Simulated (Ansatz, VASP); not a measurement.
## Os: VASP beside Ansatz

The input INCAR:

```
  PREC = Accurate
  ENCUT = 520
  EDIFF = 1E-6
  ISMEAR = -1
  SIGMA = 0.03
  LREAL = False
  LASPH = True
  NELM = 80
  ALGO = Normal
  ISIF = 2
  LWAVE = False
  LCHARG = False
  GGA = PE
  NBANDS = 10
```

The input KPOINTS:

```
regular mesh
0
Gamma
  14 14 14
```

The input POSCAR:

```
Os
1.0
    0.0000000000      1.9450000000      1.9450000000
    1.9450000000      0.0000000000      1.9450000000
    1.9450000000      1.9450000000      0.0000000000
Os
1
Direct
    0.0000000000      0.0000000000      0.0000000000
```

Input for Ansatz:

```yaml
crystal:
  lattice:
    - [0.0, 1.945, 1.945]
    - [1.945, 0.0, 1.945]
    - [1.945, 1.945, 0.0]
  atoms:
    - { symbol: Os, position: [0.0, 0.0, 0.0] }
kpoints:
  mp_grid: { grid: [14, 14, 14] }
scf:
  occupations: { method: fermi_dirac, width: 0.03 }
hamiltonian:
  xc: pbe
  pseudopotentials: { kind: all_electron, lapw: { basis_error: 0.01 } }
output:
  forces: true
  stress: true
  eigenvalues: true
```

Alike in both runs: task single point; functional PBE; k mesh 14 × 14 × 14; occupations fermi-dirac, width 0.03 eV; no spin polarisation.

|  | VASP | Ansatz |
| --- | --- | --- |
| version | VASP 6.6.1 | Ansatz 0.2.0 |
| potentials or method | VASP PAW PBE potentials, release 64 (Os), cutoff 520 eV | all-electron LAPW, scalar-relativistic |

Ansatz gave:

* pressure (GPa): -9.4

Which values does VASP return?

Pressure (GPa): -9.7.

Ansatz ran all-electron here, and VASP with PAW potentials.

Spin-orbit coupling is off throughout.
